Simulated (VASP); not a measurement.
TiTe: single point with PBEsol+U

The system is TiTe.

```
Ti Te
1.0
     4.67733    0.00000    0.00000
    -2.33867    4.05069    0.00000
     0.00000    0.00000    7.66039
Ti Te
2 2
Direct
  0.66667 0.33333 0.00000
  0.33333 0.66667 0.50000
  0.66667 0.33333 0.62520
  0.33333 0.66667 0.12520
```

- Program: VASP 6.6.1
- Task: single point
- Functional: PBEsol
- Potentials or basis: VASP PAW PBE potentials, release 64 (Ti_sv, Te)
- Cutoff: 520 eV
- k mesh: 5 × 5 × 3
- Occupations: gaussian, width 0.05 eV
- Spin: collinear spin
- Starting moments: [1.87, -1.87, 0.03, -0.03] μB
- Hubbard terms: Ti d U = 5.0 eV

```json
{
  "Pressure": "0.2 GPa",
  "Largest force": "0.058 eV/Å",
  "Band gap on the k mesh": "2.17 eV",
  "Net moment": "0.00 μB per cell",
  "Site moments": "Ti +1.70, -1.70; Te +0.02, -0.02 μB",
  "Valence electrons inside the program's atomic spheres": "Ti 10.11; Te 3.51"
}
```

Forces in eV/Å, atoms in the order of the input:
```
Ti   0.000  0.000  0.058
Ti   0.000  0.000  0.058
Te   0.000  0.000 -0.058
Te   0.000  0.000 -0.058
```

Stress tensor (GPa, compression positive):
```
0.33 0.00 0.00
0.00 0.33 0.00
0.00 0.00 0.00
```

Levels at points of the mesh, in eV from the valence-band top:
Spin up:
```
           k point  band 15  band 16  band 17  band 18  band 19  band 20  band 21  band 22
(0.00, 0.00, 0.00)    -1.01    -1.01    -0.33    -0.33     2.26     2.81     3.97     3.97
```
Spin down:
```tsv
k point	band 15	band 16	band 17	band 18	band 19	band 20	band 21	band 22
(0.00, 0.00, 0.00)	-1.01	-1.01	-0.33	-0.33	2.26	2.81	3.97	3.97
```

Eigenvalues of the final occupation matrices:
```tsv
site	spin	trace	eigenvalues
site 1 d	1	1.81	0.05 0.05 0.05 0.83 0.83
site 1 d	2	0.13	0.01 0.01 0.04 0.04 0.04
site 2 d	1	0.13	0.01 0.01 0.04 0.04 0.04
site 2 d	2	1.81	0.05 0.05 0.05 0.83 0.83
```

Wall time 4.1 min on 1 thread of Intel Xeon 8259CL (shared host), peak memory 0.35 GiB.

Caveat: the PAW data sets were made with another functional, which shifts forces and pressure a little; spin-orbit coupling is left out, which moves the levels of the heavy elements; the U is typed as a test and isn't derived for this compound. A k mesh can miss the band edges.
